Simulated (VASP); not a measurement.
# SnSe2 (P-3m1) in VASP: further runs

SnSe2 is run at these levels: PBEsol, r2SCAN; tasks: single point, relaxation of shape and atoms at fixed volume.

Program: VASP 6.6.1. These are calculated values, not measurements. Logs are shortened: lines on timing, memory, paths and dates and some standing lists are left out, and cuts for length are marked.

**1. The cell of the first run**

The structure is trigonal, space group P-3m1 (No. 164). Conventional cell: a = 3.820 Å, b = 3.820 Å, c = 6.399 Å, α = 90.00°, β = 90.00°, γ = 120.00°. Within 3.6 Å of Sn (site symmetry -3m) lie 6 Se at 2.72 Å. Se (site symmetry 3m) has 3 Sn at 2.72 Å within 3.6 Å.

**2. Single point, PBEsol**

INCAR reads:

```
ALGO = Normal
EDIFF = 1E-6
ENCUT = 500
GGA = PS
GGA_COMPAT = False
ISIF = 2
ISMEAR = 0
LASPH = True
LCHARG = True
LELF = True
LREAL = False
LVHAR = True
LWAVE = False
NBANDS = 20
NELM = 120
PREC = Accurate
SIGMA = 0.02
```

KPOINTS reads:

```
k-points
0
Gamma
  12 12 4
```

POSCAR reads:

```
SnSe2
1.0
    3.8198844397      0.0000000000      0.0000000000
   -1.9099422198      3.3081169643      0.0000000000
    0.0000000000      0.0000000000      6.3994505413
Sn Se
1 2
Direct
    0.0000000000      0.0000000000      0.0000000000
    0.3333333333      0.6666666667      0.2481344741
    0.6666666667      0.3333333333      0.7518655259
```

Potentials or basis: VASP PAW PBE potentials, release 64 (Sn_d, Se).

Command:

```console
cat potpaw_PBE.64/Sn_d/POTCAR potpaw_PBE.64/Se/POTCAR > POTCAR
mpirun -np 1 vasp_std > vasp.out
```

OUTCAR:

```text
EDIFF = 1E-6
   ENCUT = 500
   GGA = PS
   ISIF = 2
   ISMEAR = 0
   LASPH = True
   LREAL = False
   NELM = 120
   PREC = Accurate

 ion  position               nearest neighbor table
   1  0.000  0.000  0.000-   2 2.72   3 2.72   2 2.72   3 2.72   3 2.72   2 2.72
   2  0.333  0.667  0.248-   1 2.72   1 2.72   1 2.72
   3  0.667  0.333  0.752-   1 2.72   1 2.72   1 2.72

  LATTYP: Found a hexagonal cell.
 ALAT       =     3.8198844397
 C/A-ratio  =     1.6752995129

  Lattice vectors:

 A1 = (   3.8198844397,   0.0000000000,   0.0000000000)
 A2 = (  -1.9099422198,   3.3081169643,   0.0000000000)
 A3 = (   0.0000000000,   0.0000000000,   6.3994505413)

Analysis of symmetry for initial positions (statically):
=====================================================================
 Subroutine PRICEL returns:
 Original cell was already a primitive cell.

 Routine SETGRP: Setting up the symmetry group for a
 hexagonal supercell.

 Subroutine GETGRP returns: Found 12 space group operations
 (whereof 12 operations were pure point group operations)
 out of a pool of 24 trial point group operations.

The static configuration has the point symmetry D_3d.

Analysis of symmetry for dynamics (positions and initial velocities):
=====================================================================
 Subroutine PRICEL returns:
 Original cell was already a primitive cell.

 Routine SETGRP: Setting up the symmetry group for a
 hexagonal supercell.

 Subroutine GETGRP returns: Found 12 space group operations
 (whereof 12 operations were pure point group operations)
 out of a pool of 24 trial point group operations.

The dynamic configuration has the point symmetry D_3d.

 Subroutine INISYM returns: Found 12 space group operations
 (whereof 12 operations are pure point group operations),
 and found     1 'primitive' translations

----------------------------------------------------------------------------------------

                                     Primitive cell

  volume of cell :      80.8675

  direct lattice vectors                    reciprocal lattice vectors
     3.819884440  0.000000000  0.000000000     0.261788024  0.151143386  0.000000000
    -1.909942220  3.308116964  0.000000000     0.000000000  0.302286772  0.000000000
[... 81 lines left out ...]
   ISPIN  =      1    spin polarized calculation?
   LNONCOLLINEAR =      F non collinear calculations
   LSORBIT =      F    spin-orbit coupling
   LASPH  =      T    aspherical Exc in radial PAW
   ENCUT  =  500.0 eV  36.75 Ry    6.06 a.u.   6.96  6.96 11.67*2*pi/ulx,y,z
   NELM   =    120;   NELMIN=  2; NELMDL= -5     # of ELM steps
   EDIFF  = 0.1E-05   stopping-criterion for ELM
   LREAL  =      F    real-space projection
   EDIFFG = 0.1E-04   stopping-criterion for IOM
   NSW    =      0    number of steps for IOM
   IBRION =     -1    ionic relax: 0-MD 1-quasi-New 2-CG
   NFREE  =      0    steps in history (QN), initial steepest desc. (CG)
   ISIF   =      2    stress and relaxation
   ISYM   =      2    0-nonsym 1-usesym 2-fastsym
   POTIM  = 0.5000    time-step for ionic-motion
   TEBEG  =    0.0;   TEEND  =   0.0 temperature during run
   PSTRESS=    0.0 pullay stress
   NELECT =      26.0000    total number of electrons
   NUPDOWN=      -1.0000    fix difference up-down
   EMIN   =  10.00;   EMAX   =-10.00  energy-range for DOS
   EFERMI =   0.00;   METHOD = LEGACY
   ISMEAR =     0;   SIGMA  =   0.02  broadening in eV -4-tet -1-fermi 0-gaus
   EFERMI_NEDOS =   21; number of points for ismear=-14 and -15
   IALGO  =     38    algorithm
   IMIX   =      4    mixing-type and parameters
     AMIX     =   0.40;   BMIX     =  1.00
     AMIX_MAG =   1.60;   BMIX_MAG =  1.00
  volume/ion in A,a.u.               =      26.96       181.91
  Fermi-wavevector in a.u.,A,eV,Ry     =   1.121523  2.119370 17.113584  1.257813
  Thomas-Fermi vector in A             =   2.258177
   LORBIT       =      0    0 simple, 1 ext, 2 COOP (PROOUT), +10 PAW based schemes
   GGA     = PS    functional components
   LHFCALC =     F    Hartree Fock is set to
   AEXX    =    0.0000 exact exchange contribution
   IVDW    =     0    specifies the selected vdW correction
   LEPSILON=     F    determine dielectric tensor
   LRPA    =     F    only Hartree local field effects (RPA)
 non-spin polarized calculation
 Gauss-broadening in eV      SIGMA  =   0.02
  energy-cutoff  :      500.00
  volume of cell :       80.87
 maximum number of plane-waves:      2073
   NGX = 13   NGY = 13   NGZ = 23

 number of electron      26.0000004 magnetization

 Free energy of the ion-electron system (eV)
  ---------------------------------------------------
  ext. energy  EPLUGINS =         0.00000000
  ---------------------------------------------------
  free energy    TOTEN  =       -12.97870661 eV

  energy without entropy =      -12.97870661  energy(sigma->0) =      -12.97870661

 E-fermi :   3.7117     XC(G=0):  -9.4167

 val. band max:        3.5482272746   @ k =   0.1667   0.0000   0.0000
 cond. band min:       4.1873727263   @ k =   0.5000   0.0000   0.5000
 fundamental gap:      0.6391454518
 Fermi energy:         3.7116503980

 k-point     1 :       0.0000    0.0000    0.0000
  band No.  band energies     occupation
      1     -17.5365      2.00000
      2     -17.5365      2.00000
      3     -17.4984      2.00000
      4     -17.4866      2.00000
      5     -17.4866      2.00000
      6     -10.1643      2.00000
[... 541 lines left out ...]
     19      11.5623      0.00000
     20      12.4463      0.00000

 [... further k-points ...]

------------------------ aborting loop because EDIFF is reached ----------------------------------------

  FORCE on cell =-STRESS in cart. coord.  units (eV):
  Direction    XX          YY          ZZ          XY          YZ          ZX
  --------------------------------------------------------------------------------------
  -------------------------------------------------------------------------------------
  Total       -0.1571017     -0.1571017     -0.1994553     -0.0000000      0.0000000      0.0000000
  in kB       -3.1125607     -3.1125607     -3.9516852     -0.0000000      0.0000000      0.0000000
  external PRESSURE =      -3.3922688 kB  Pullay stress =       0.0000000 kB

 VOLUME and BASIS-vectors are now :
 -----------------------------------------------------------------------------
  energy-cutoff  :      500.00
  volume of cell :       80.87
      direct lattice vectors                 reciprocal lattice vectors
     3.819884440  0.000000000  0.000000000     0.261788024  0.151143386  0.000000000
    -1.909942220  3.308116964  0.000000000     0.000000000  0.302286772  0.000000000
     0.000000000  0.000000000  6.399450541     0.000000000  0.000000000  0.156263416

 POSITION                                       TOTAL-FORCE (eV/Angst)
 -----------------------------------------------------------------------------------
      0.00000      0.00000      0.00000         0.000000      0.000000      0.000000
     -0.00000      2.20541      1.58792         0.000000     -0.000000      0.014643
      1.90994      1.10271      4.81153        -0.000000      0.000000     -0.014643
 -----------------------------------------------------------------------------------
    total drift:                               -0.000000      0.000000      0.000000

  FREE ENERGIE OF THE ION-ELECTRON SYSTEM (eV)
  ---------------------------------------------------
  free  energy   TOTEN  =       -12.9787066112 eV

  energy  without entropy=      -12.9787066112  energy(sigma->0) =      -12.97870661
```

It took 61 s on 1 thread of Intel Xeon 6975P-C, shared host; peak memory 0.25 GiB.

Results:

```
Free energy            : -12.9787 eV
Pressure               : -0.3 GPa
Largest force          : 0.015 eV/Å
Band gap on the k mesh : 0.64 eV, indirect (least direct gap 1.11 eV)
```

Forces in eV/Å, atoms in the order of the input:
```
Sn   0.000  0.000  0.000
Se   0.000  0.000  0.015
Se   0.000  0.000 -0.015
```

Stress tensor (GPa, compression positive):
```
-0.31  0.00  0.00
 0.00 -0.31  0.00
 0.00  0.00 -0.40
```

Caveat: the PAW data sets were made with another functional, which shifts forces and pressure a little; spin-orbit coupling is left out, which moves the levels of the heavy elements; this functional lacks dispersion, which binds the layers, so the pressure and a relaxed spacing across them are unreliable.

**3. Single point, r2SCAN**

This run uses another cell than the first one, of 27.79 Å³/atom, 1.031 times its volume.

POSCAR reads:

```
SnSe2
1.0
    3.8405573365      0.0000000000      0.0000000000
   -1.9202786683      3.3260202181      0.0000000000
    0.0000000000      0.0000000000      6.5265383717
Sn Se
1 2
Direct
    0.0000000000      0.0000000000      0.0000000000
    0.3333333333      0.6666666667      0.2411582703
    0.6666666667      0.3333333333      0.7588417297
```

INCAR.step1 reads:

```
SYSTEM = SnSe2
ALGO = Normal
EDIFF = 1E-5
ENCUT = 550
GGA = PE
GGA_COMPAT = .False.
ISMEAR = 0
LASPH = .True.
LCHARG = .False.
LREAL = .False.
LWAVE = .True.
NBANDS = 20
NELM = 120
PREC = Accurate
SIGMA = 0.02
```

INCAR.step2 reads:

```
SYSTEM = SnSe2
ALGO = Normal
EDIFF = 1E-6
ENCUT = 550
GGA_COMPAT = .False.
ISIF = 2
ISMEAR = 0
ISTART = 1
LASPH = .True.
LCHARG = .False.
LMIXTAU = .True.
LREAL = .False.
LWAVE = .False.
METAGGA = R2SCAN
NBANDS = 20
NELM = 120
PREC = Accurate
SIGMA = 0.02
```

KPOINTS reads:

```
k-points
0
Gamma
  12 12 6
  0 0 0
```

Potentials or basis: VASP PAW PBE potentials, release 64 (Sn_d, Se).

Command:

```console
cat potpaw_PBE.64/Sn_d/POTCAR potpaw_PBE.64/Se/POTCAR > POTCAR
cp INCAR.step1 INCAR
mpirun -np 1 vasp_std > vasp.out
cp INCAR.step2 INCAR
mpirun -np 1 vasp_std > vasp.out
```

OUTCAR:

```text
SYSTEM = SnSe2
   EDIFF = 1E-6
   ENCUT = 550
   ISIF = 2
   ISMEAR = 0
   ISTART = 1
   LASPH = .True.
   LREAL = .False.
   METAGGA = R2SCAN
   NELM = 120
   PREC = Accurate

 ion  position               nearest neighbor table
   1  0.000  0.000  0.000-   2 2.72   3 2.72   3 2.72   2 2.72   3 2.72   2 2.72
   2  0.333  0.667  0.241-   1 2.72   1 2.72   1 2.72
   3  0.667  0.333  0.759-   1 2.72   1 2.72   1 2.72

  LATTYP: Found a hexagonal cell.
 ALAT       =     3.8405573365
 C/A-ratio  =     1.6993727212

  Lattice vectors:

 A1 = (   3.8405573365,   0.0000000000,   0.0000000000)
 A2 = (  -1.9202786683,   3.3260202181,   0.0000000000)
 A3 = (   0.0000000000,   0.0000000000,   6.5265383717)

Analysis of symmetry for initial positions (statically):
=====================================================================
 Subroutine PRICEL returns:
 Original cell was already a primitive cell.

 Routine SETGRP: Setting up the symmetry group for a
 hexagonal supercell.

[... 164 lines left out ...]
  ---------------------------------------------------
  free energy    TOTEN  =       -54.63995484 eV

  energy without entropy =      -54.63995484  energy(sigma->0) =      -54.63995484

 E-fermi :   3.1843     XC(G=0):  -9.5849

 val. band max:        3.0228515189   @ k =   0.1667   0.0000   0.1667
 cond. band min:       4.0450758010   @ k =   0.5000   0.0000   0.3333
 fundamental gap:      1.0222242822
 Fermi energy:         3.1843267861

 k-point     1 :       0.0000    0.0000    0.0000
  band No.  band energies     occupation
      1     -18.7823      2.00000
      2     -18.7823      2.00000
      3     -18.7276      2.00000
      4     -18.7203      2.00000
      5     -18.7203      2.00000
      6     -11.0639      2.00000
[... 541 lines left out ...]
     19      11.7942      0.00000
     20      12.5297      0.00000

 [... further k-points ...]

------------------------ aborting loop because EDIFF is reached ----------------------------------------

  FORCE on cell =-STRESS in cart. coord.  units (eV):
  Direction    XX          YY          ZZ          XY          YZ          ZX
  --------------------------------------------------------------------------------------
  -------------------------------------------------------------------------------------
  Total        0.0265959      0.0265959      0.0261725     -0.0000000      0.0000000     -0.0000000
  in kB        0.5111207      0.5111207      0.5029838     -0.0000000      0.0000000     -0.0000000
  external PRESSURE =       0.5084084 kB  Pullay stress =       0.0000000 kB

 VOLUME and BASIS-vectors are now :
 -----------------------------------------------------------------------------
  energy-cutoff  :      550.00
  volume of cell :       83.37
      direct lattice vectors                 reciprocal lattice vectors
     3.840557336  0.000000000  0.000000000     0.260378875  0.150329814  0.000000000
    -1.920278668  3.326020218  0.000000000     0.000000000  0.300659628  0.000000000
     0.000000000  0.000000000  6.526538372     0.000000000  0.000000000  0.153220581

 POSITION                                       TOTAL-FORCE (eV/Angst)
 -----------------------------------------------------------------------------------
      0.00000      0.00000      0.00000        -0.000000      0.000000      0.000000
     -0.00000      2.21735      1.57393         0.000000      0.000000      0.012172
      1.92028      1.10867      4.95261        -0.000000      0.000000     -0.012172
 -----------------------------------------------------------------------------------
    total drift:                                0.000000      0.000000      0.000000

  FREE ENERGIE OF THE ION-ELECTRON SYSTEM (eV)
  ---------------------------------------------------
  free  energy   TOTEN  =       -54.6399548436 eV

  energy  without entropy=      -54.6399548436  energy(sigma->0) =      -54.63995484
```

OUTCAR.step1:

```text
SYSTEM = SnSe2
   EDIFF = 1E-5
   ENCUT = 550
   GGA = PE
   ISMEAR = 0
[... 779 lines left out ...]
      0.00000      0.00000      0.00000        -0.000000      0.000000     -0.000000
     -0.00000      2.21735      1.57393         0.000000      0.000000      0.281824
      1.92028      1.10867      4.95261        -0.000000      0.000000     -0.281824
 -----------------------------------------------------------------------------------
    total drift:                                0.000000      0.000000      0.000000

  FREE ENERGIE OF THE ION-ELECTRON SYSTEM (eV)
  ---------------------------------------------------
  free  energy   TOTEN  =       -11.8530345959 eV

  energy  without entropy=      -11.8530345959  energy(sigma->0) =      -11.85303460
```

Run time: 8.6 min. Hardware: 1 thread of Intel Xeon 6975P-C, shared host; peak memory 0.34 GiB.

What came out:

```yaml
Free_energy: -54.6400 eV
Pressure: 0.1 GPa
Largest_force: 0.012 eV/Å
Band_gap_on_the_k_mesh: 1.02 eV, indirect (least direct gap 1.46 eV)
```

Forces on the atoms (eV/Å):
```
Sn   0.000  0.000  0.000
Se   0.000  0.000  0.012
Se   0.000  0.000 -0.012
```

Levels at points of the mesh, in eV from the valence-band top:
```csv
k point,band 11,band 12,band 13,band 14,band 15,band 16
"(0.00, 0.00, 0.00)",-0.27,-0.20,-0.20,1.50,3.61,5.06
"(0.50, 0.00, 0.00)",-2.41,-0.95,-0.27,1.32,4.36,5.98
"(0.00, 0.00, 0.50)",-0.59,-0.11,-0.11,2.64,3.55,4.90
"(0.50, 0.00, 0.50)",-2.02,-0.70,-0.50,1.03,4.73,5.30
```

Caveat: the PAW data sets were made with another functional, which shifts forces and pressure a little; spin-orbit coupling is left out, which moves the levels of the heavy elements. A k mesh can miss the band edges.

**4. Relaxation of shape and atoms at fixed volume, PBEsol**

INCAR reads:

```
SYSTEM = SnSe2
PREC = Accurate
ENCUT = 500
EDIFF = 1E-7
ISMEAR = 0
SIGMA = 0.02
LREAL = .False.
LASPH = .True.
NELM = 120
ALGO = Normal
ISIF = 4
LWAVE = .False.
LCHARG = .False.
GGA = PS
IBRION = 2
NSW = 50
EDIFFG = -0.01
GGA_COMPAT = .False.
NELMIN = 4
```

KPOINTS reads:

```
regular mesh
0
Gamma
  12 12 4
  0 0 0
```

POSCAR reads:

```
SnSe2
1.0
    3.8017611756      0.0000000000      0.0000000000
   -1.9008805878      3.2924217572      0.0000000000
    0.0000000000      0.0000000000      6.4606092341
Sn Se
1 2
Direct
    0.0000000000      0.0000000000      0.0000000000
    0.3333333333      0.6666666667      0.2411582703
    0.6666666667      0.3333333333      0.7588417297
```

Command:

```console
cat potpaw_PBE.64/Sn_d/POTCAR potpaw_PBE.64/Se/POTCAR > POTCAR
mpirun -np 1 vasp_std > vasp.out
```

It took 4.6 min on 1 thread of Intel Xeon 6975P-C, shared host; peak memory 0.25 GiB.

It converged, with:

```yaml
Free_energy: -12.9788 eV
Energy_gained_by_relaxing: 5.2 meV/atom
Ionic_steps: 7
Pressure_after_relaxing: -0.5 GPa
Largest_force_after_relaxing: 0.004 eV/Å
Band_gap_on_the_k_mesh: 0.64 eV, indirect (least direct gap 1.11 eV)
```

Forces in eV/Å, atoms in the order of the input:
```
Sn   0.000  0.000  0.000
Se   0.000  0.000 -0.004
Se   0.000  0.000  0.004
```

The path:
| step | energy change (eV) | largest force (eV/Å) | pressure (GPa) | volume (Å³) |
| --- | --- | --- | --- | --- |
| 1 | 0.0000 | 0.3666 | 1.33 | 80.87 |
| 2 | -0.0096 | 0.1590 | 0.67 | 80.87 |
| 3 | -0.0110 | 0.0415 | 0.31 | 80.87 |
| 4 | -0.0131 | 0.0342 | 0.10 | 80.87 |
| 5 | -0.0156 | 0.0145 | -0.44 | 80.87 |
| 6 | -0.0156 | 0.0139 | -0.46 | 80.87 |
| 7 | -0.0156 | 0.0040 | -0.52 | 80.87 |

Final structure:
```
Sn Se
1.0
     3.82494    0.00000    0.00000
    -1.91247    3.31250    0.00000
     0.00000    0.00000    6.38254
Sn Se
1 2
Cartesian
  0.0000 0.0000 0.0000
  0.0000 2.2083 1.5883
  1.9125 1.1042 4.7942
```

Levels at points of the mesh, in eV from the valence-band top:
```tsv
k point	band 10	band 11	band 12	band 13	band 14	band 15	band 16	band 17
(0.00, 0.00, 0.00)	-0.50	-0.23	-0.20	-0.20	0.97	3.02	4.62	4.62
(0.50, 0.00, 0.00)	-2.80	-2.38	-1.17	-0.25	1.07	3.69	5.34	5.34
(0.00, 0.00, 0.50)	-0.58	-0.58	-0.08	-0.08	2.35	2.93	4.41	4.41
(0.50, 0.00, 0.50)	-2.24	-2.04	-0.78	-0.57	0.64	4.08	4.65	5.66
```

Caveat: the PAW data sets were made with another functional, which shifts forces and pressure a little; spin-orbit coupling is left out, which moves the levels of the heavy elements; this functional lacks dispersion, which binds the layers, so the pressure and a relaxed spacing across them are unreliable. A k mesh can miss the band edges.

**5. Summary**

```tsv
task	level	cell	k mesh	cutoff (eV)	gap on the mesh (eV)	pressure (GPa)	largest force (eV/Å)
single point	PBEsol	a = 3.820, b = 3.820, c = 6.399 Å, angles 90.0, 90.0, 120.0°, 3 atoms	12 × 12 × 4	500	0.64	-0.3	0.01
single point	r2SCAN	a = 3.841, b = 3.841, c = 6.527 Å, angles 90.0, 90.0, 120.0°, 3 atoms	12 × 12 × 6	550	1.02	0.1	0.01
relaxation of shape and atoms at fixed volume	PBEsol	relaxed from a = 3.802, b = 3.802, c = 6.461 Å, angles 90.0, 90.0, 120.0°, 3 atoms	12 × 12 × 4	500	0.64	-0.5	-
```

Alike in all rows: potentials or basis VASP PAW PBE potentials, release 64 (Sn_d, Se); no spin polarisation; smearing gaussian 0.02 eV.

Caveats: the PAW data sets were made with another functional, which shifts forces and pressure a little; spin-orbit coupling is left out, which moves the levels of the heavy elements; this functional lacks dispersion, which binds the layers, so the pressure and a relaxed spacing across them are unreliable (some runs).

Total energies depend on the potentials used, so only differences within one code and one set of settings carry meaning.
